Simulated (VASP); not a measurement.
# Mg2O: relaxation of cell and atoms with PBE

The system is Mg2O.

```
Mg O
1.0
     3.18555    0.00000    0.00000
     0.00000    3.18555    0.00000
     0.00000    0.00000    4.86028
Mg O
2 1
Direct
  0.00000 0.50000 0.24955
  0.50000 0.00000 0.75045
  0.50000 0.50000 0.50000
```

The cell was built from a structure type or drawn by symmetry, and may not be a known phase.

```
Program                : VASP 6.6.1
Task                   : relaxation of cell and atoms
Functional             : PBE
Potentials or basis    : VASP PAW PBE potentials, release 64 (Mg, O)
Cutoff                 : 600 eV
k mesh                 : 12 × 12 × 8
Occupations            : gaussian, width 0.1 eV
Spin                   : no spin polarisation
Dipole correction      : no
Further INCAR settings : ALGO = Normal; EDIFF = 1e-06; IBRION = 2; EDIFFG = -0.01; NSW = 100; ISIF = 3
```

```json
{
 "Relaxed volume": "16.36 Å³/atom",
 "Relaxed cell": "a = 3.187 Å, b = 3.187 Å, c = 4.831 Å, α = 90.00°, β = 90.00°, γ = 90.00°",
 "Space group after relaxing (to 0.1 Å)": "P-4m2 (No. 115)",
 "Energy gained by relaxing": "0.7 meV/atom",
 "Ionic steps": "5",
 "Pressure after relaxing": "0.0 GPa",
 "Band gap on the k mesh": "zero (bands 5 and 6 overlap by 2.19 eV)"
}
```

Forces on the atoms (eV/Å):
```
Mg   0.000  0.000  0.002
Mg   0.000  0.000 -0.002
O    0.000  0.000  0.000
```

Step by step:
| step | energy change (eV) | largest force (eV/Å) | pressure (GPa) | volume (Å³) |
| --- | --- | --- | --- | --- |
| 1 | 0.0000 | 0.1315 | 0.11 | 49.32 |
| 2 | -0.0013 | 0.0505 | -0.23 | 49.40 |
| 3 | -0.0015 | 0.0065 | -0.40 | 49.45 |
| 4 | -0.0021 | 0.0004 | -0.08 | 49.16 |
| 5 | -0.0021 | 0.0023 | 0.00 | 49.08 |

Final structure:
```
Mg O
1.0
     3.18730    0.00000    0.00000
     0.00000    3.18730    0.00000
     0.00000    0.00000    4.83099
Mg O
2 1
Cartesian
  0.0000 1.5937 1.1914
  1.5937 3.1873 3.6396
  1.5937 1.5937 2.4155
```

Levels at points of the mesh, in eV from the Fermi level:
| k point | band 2 | band 3 | band 4 | band 5 | band 6 | band 7 | band 8 | band 9 |
| --- | --- | --- | --- | --- | --- | --- | --- | --- |
| (0.00, 0.00, 0.00) | -5.36 | -4.83 | -3.82 | -3.82 | 2.05 | 3.48 | 8.80 | 8.80 |
| (0.50, 0.00, 0.00) | -6.27 | -4.77 | -3.60 | -0.90 | -0.78 | 3.60 | 5.82 | 7.39 |
| (0.50, 0.50, 0.00) | -5.31 | -5.31 | -4.40 | 0.02 | 2.32 | 3.17 | 3.17 | 5.65 |
| (0.00, 0.00, 0.50) | -6.67 | -3.82 | -3.82 | -2.14 | -0.73 | 7.13 | 7.68 | 8.47 |
| (0.50, 0.00, 0.50) | -6.07 | -5.26 | -3.60 | -1.57 | 0.64 | 3.12 | 4.98 | 10.19 |
| (0.50, 0.50, 0.50) | -5.24 | -5.24 | -4.63 | 1.42 | 1.54 | 2.57 | 2.57 | 3.55 |

Run time: 3.4 min on 1 thread of Intel Xeon 8259CL (shared host), peak memory 0.25 GiB.
